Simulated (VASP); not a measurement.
## NaAl (CsCl type): single point with LDA

The system is NaAl (CsCl type).

```
Na Al
1.0
     3.51802    0.00000    0.00000
     0.00000    3.51802    0.00000
     0.00000    0.00000    3.51802
Na Al
1 1
Direct
  0.00000 0.00000 0.00000
  0.50000 0.50000 0.50000
```

```yaml
Program: VASP 6.6.1
Task: single point
Functional: LDA
Potentials_or_basis: VASP PAW LDA potentials, release 64 (Na_pv, Al)
Cutoff: 520 eV
k_mesh: 11 × 11 × 11
Occupations: fermi-dirac, width 0.05 eV
Spin: no spin polarisation
Dipole_correction: no
Further_INCAR_settings: ALGO = Normal; EDIFF = 1e-07; NBANDS = 12
```

```
Pressure               : 0.0 GPa
Band gap on the k mesh : zero (bands 5 and 6 overlap by 4.85 eV)
```

Levels at points of the mesh, in eV from the Fermi level:
| k point | band 3 | band 4 | band 5 | band 6 | band 7 | band 8 |
| --- | --- | --- | --- | --- | --- | --- |
| (0.00, 0.00, 0.00) | -23.77 | -7.15 | 3.80 | 3.80 | 3.80 | 4.74 |

Run time: 18 s on 1 thread of Intel(R) Xeon(R) Platinum 8259CL CPU @ 2.50GHz (Skylake/Cascade Lake), with other jobs on the host, peak memory 0.14 GiB.
